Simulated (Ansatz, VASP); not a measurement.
# AlNi: VASP beside Ansatz

```xyz
2
Lattice="2.0426 -2.0426 0.0000 2.0426 2.0426 0.0000 0.0000 0.0000 2.6684" Properties=species:S:1:pos:R:3 pbc="T T T"
Al    0.0000    0.0000    0.0000
Ni    2.0426    0.0000    1.3342
```

Alike in both runs: task single point; functional PBE; k mesh 16 × 16 × 16; occupations gaussian, width 0.15 eV; no spin polarisation.

|  | VASP | Ansatz |
| --- | --- | --- |
| version | VASP 6.6.1 | Ansatz 0.2.0 |
| potentials or method | VASP PAW PBE potentials, release 64 (Al, Ni), cutoff 520 eV | scalar-relativistic, plane waves, PAW |
| valence electrons in the cell | 13 | 21 |

VASP gave:

```
gap on the k mesh at the Fermi level (eV)                     : none
pressure (GPa)                                                : 16.7
traceless stress, the component that is largest in VASP (GPa) : 6.41
```

Q: Estimate Ansatz's values.

A: gap on the k mesh at the Fermi level (eV): none; pressure (GPa): 16.4; traceless stress, the component that is largest in VASP (GPa): 6.32.

A gap of «none» marks a metal or a gap that the smearing closes. VASP's potentials hold 13 valence electrons a cell and Ansatz's 21, so a difference there can come from the potentials and not from the codes. Ansatz's warnings: near symmetry operations not taken.
